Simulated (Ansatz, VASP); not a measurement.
## One calculation of ZnS, two programs

File INCAR:

```
PREC = Accurate
ENCUT = 520
EDIFF = 1E-6
ISMEAR = 0
SIGMA = 0.02
LREAL = False
LASPH = True
NELM = 80
ALGO = Normal
ISIF = 2
LWAVE = False
LCHARG = True
GGA = PE
LELF = True
LVHAR = True
NBANDS = 26
```

The input KPOINTS:

```
Automatic mesh
0
Gamma
  12 12 4
```

POSCAR

```
ZnS
1.0
    3.8440669355      0.0000000000      0.0000000000
   -1.9220334677      3.3290596200      0.0000000000
    0.0000000000      0.0000000000      6.4937823531
Zn S
2 2
Direct
    0.3333333333      0.6666666667      0.0022441647
    0.6666666667      0.3333333333      0.5022441647
    0.3333333333      0.6666666667      0.3727558353
    0.6666666667      0.3333333333      0.8727558353
```

Input for Ansatz:

```yaml
crystal:
  lattice:
    - [3.8440669355, 0.0, 0.0]
    - [-1.9220334677, 3.32905962, 0.0]
    - [0.0, 0.0, 6.4937823531]
  atoms:
    - { symbol: Zn, position: [0.3333333333, 0.6666666667, 0.0022441647] }
    - { symbol: Zn, position: [0.6666666667, 0.3333333333, 0.5022441647] }
    - { symbol: S, position: [0.3333333333, 0.6666666667, 0.3727558353] }
    - { symbol: S, position: [0.6666666667, 0.3333333333, 0.8727558353] }
basis:
  ecutwfc: 420
kpoints:
  mp_grid: { grid: [12, 12, 4] }
  band_path: { path: [VBM, CBM], npoints: 2 }
hamiltonian:
  xc: pbe
scf:
  occupations: { method: gaussian, width: 0.02 }
output:
  forces: true
  stress: true
  eigenvalues: true
checkpoint:
  read: start.run
  write: ck
  compress: false
  write_wavefunctions: false
  write_every: 100000
```

Alike in both runs: task single point; functional PBE; k mesh 12 × 12 × 4; occupations gaussian, width 0.02 eV; no spin polarisation.

|  | VASP | Ansatz |
| --- | --- | --- |
| version | VASP 6.6.1 | Ansatz 0.2.0 |
| potentials or method | VASP PAW PBE potentials, release 64 (Zn, S), cutoff 520 eV | scalar-relativistic, plane waves, PAW |
| valence electrons in the cell | 36 | 36 |

```tsv
	VASP	Ansatz	Ansatz less VASP
gap on the k mesh at the Fermi level (eV)	1.87	1.86	-0.002
least direct gap on the mesh (eV)	1.87	1.86	-0.002
pressure (GPa)	-1.8	-1.9	-0.13
traceless stress, the component that is largest in VASP (GPa)	-1.89	-1.88	+0.006
```
